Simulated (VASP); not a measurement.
Write the native input for VASP 6.6.1 that does the following.

* Task: relaxation of cell and atoms
* Functional: PBE
* Potentials or basis: VASP PAW PBE potentials, release 64 (Dy_3, Ga_d, H), 4f in core
* Cutoff: 500 eV
* k mesh: 12 × 12 × 8
* Occupations: gaussian, width 0.1 eV
* Spin: no spin polarisation
* Dipole correction: no
* Further INCAR settings: ALGO = Normal; EDIFF = 1e-07; IBRION = 2; EDIFFG = -0.01; NSW = 100; ISIF = 3

The structure of DyGaH4 lies in POSCAR:

```
DyGaH4
1.0
    3.5242162221      0.0000000000      0.0000000000
   -1.7621081110      3.0520607767      0.0000000000
    0.0000000000      0.0000000000      5.7414536507
Dy Ga H
1 1 4
Direct
    0.0000000000      0.0000000000      0.5000000000
    0.0000000000      0.0000000000      0.0000000000
    0.3333333333      0.6666666667      0.3038293553
    0.6666666667      0.3333333333      0.3038293553
    0.6666666667      0.3333333333      0.6961706447
    0.3333333333      0.6666666667      0.6961706447
```

The cell was generated, and may not be a known phase.

One way to write it, as run:

INCAR

```
SYSTEM = DyGaH4
ALGO = Normal
EDIFF = 1E-7
EDIFFG = -0.01
ENCUT = 500
GGA = PE
GGA_COMPAT = .FALSE.
IBRION = 2
ISIF = 3
ISMEAR = 0
LASPH = .TRUE.
LCHARG = .FALSE.
LMAXMIX = 6
LREAL = .FALSE.
LWAVE = .FALSE.
NELM = 200
NELMIN = 4
NSW = 100
PREC = Accurate
SIGMA = 0.1
```

KPOINTS

```
k-points
0
G
  12 12 8
  0 0 0
```

Potentials or basis: VASP PAW PBE potentials, release 64 (Dy_3, Ga_d, H), 4f in core.

Launch:

```sh
$ cat potpaw_PBE.64/Dy_3/POTCAR potpaw_PBE.64/Ga_d/POTCAR potpaw_PBE.64/H/POTCAR > POTCAR
$ mpirun -np 1 vasp_std > vasp.out
```

It gave:

```yaml
Relaxed_volume: 10.43 Å³/atom
Relaxed_cell: a = 3.537 Å, b = 3.537 Å, c = 5.776 Å, α = 90.00°, β = 90.00°, γ = 120.00°
Space_group_after_relaxing_to_0.1_Å: P6/mmm (No. 191)
Energy_gained_by_relaxing: 0.8 meV/atom
Ionic_steps: 7
Pressure_after_relaxing: 0.1 GPa
Band_gap_on_the_k_mesh: zero (bands 13 and 14 overlap by 3.06 eV)
```

Caveat: spin-orbit coupling is left out, which moves the levels of the heavy elements; the 4f electrons are frozen in the core, so they carry no moment and show no levels.

Run time: 3.4 min on 1 thread of Intel(R) Xeon(R) 6975P-C (Granite Rapids), with other jobs on the host, peak memory 0.26 GiB.
